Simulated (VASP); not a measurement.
Write the native input for VASP 6.6.1 that does the following.

```yaml
Task: single point
Functional: r2SCAN
Potentials_or_basis: VASP PAW PBE potentials, release 64 (W_sv)
Cutoff: 520 eV
k_mesh: 20 × 20 × 20
Occupations: gaussian, width 0.15 eV
Spin: no spin polarisation
Dipole_correction: no
Further_INCAR_settings: ALGO = Normal; EDIFF = 1e-06; NBANDS = 13
```

W:

```
W
1.0
     0.00000    2.06045    2.09090
     2.06045    0.00000    2.09090
     2.06045    2.06045    0.00000
W
1
Cartesian
  0.0000 0.0000 0.0000
```

This cell differs from its parent crystal: strain +0.015 along x and y, +0.030 along z.

These files were run (other wordings do the same):

POSCAR

```
W
1.0
    0.0000000000      2.0604500000      2.0909000000
    2.0604500000      0.0000000000      2.0909000000
    2.0604500000      2.0604500000      0.0000000000
W
1
Direct
    0.0000000000      0.0000000000      0.0000000000
```

INCAR.step1

```
SYSTEM = W
  PREC = Accurate
  ENCUT = 520
  ISMEAR = 0
  SIGMA = 0.15
  LREAL = .False.
  LASPH = .True.
  NELM = 80
  NBANDS = 13
  GGA = PE
  ALGO = Normal
  EDIFF = 1E-4
  LWAVE = .True.
  LCHARG = .False.
```

INCAR.step2

```
SYSTEM = W
  PREC = Accurate
  ENCUT = 520
  EDIFF = 1E-6
  ISMEAR = 0
  SIGMA = 0.15
  LREAL = .False.
  LASPH = .True.
  NELM = 80
  ALGO = Normal
  ISIF = 2
  LWAVE = .False.
  LCHARG = .False.
  METAGGA = R2SCAN
  LMIXTAU = .True.
  NBANDS = 13
  ISTART = 1
```

KPOINTS

```
regular mesh
0
Gamma
  20 20 20
  0 0 0
```

Potentials or basis: VASP PAW PBE potentials, release 64 (W_sv).

Launch:

```sh
$ cat potpaw_PBE.64/W_sv/POTCAR > POTCAR
$ cp INCAR.step1 INCAR
$ mpirun -np 1 vasp_std > vasp.out
$ cp INCAR.step2 INCAR
$ mpirun -np 1 vasp_std > vasp.out
```

It gave:

The pressure is -21.9 GPa and the band gap on the k mesh is zero (bands 7 and 8 overlap by 3.12 eV).

Caveat: the cell differs from its parent crystal (strain +0.015 along x and y, +0.030 along z); the stress differs along the axes, from -24 to -18 GPa; the PAW data sets were made with another functional, which shifts forces and pressure a little; spin-orbit coupling is left out, which moves the levels of the heavy elements.

Run time: 3.3 min on 1 thread of Intel(R) Xeon(R) 6975P-C (Granite Rapids), on a shared host, peak memory 0.25 GiB.
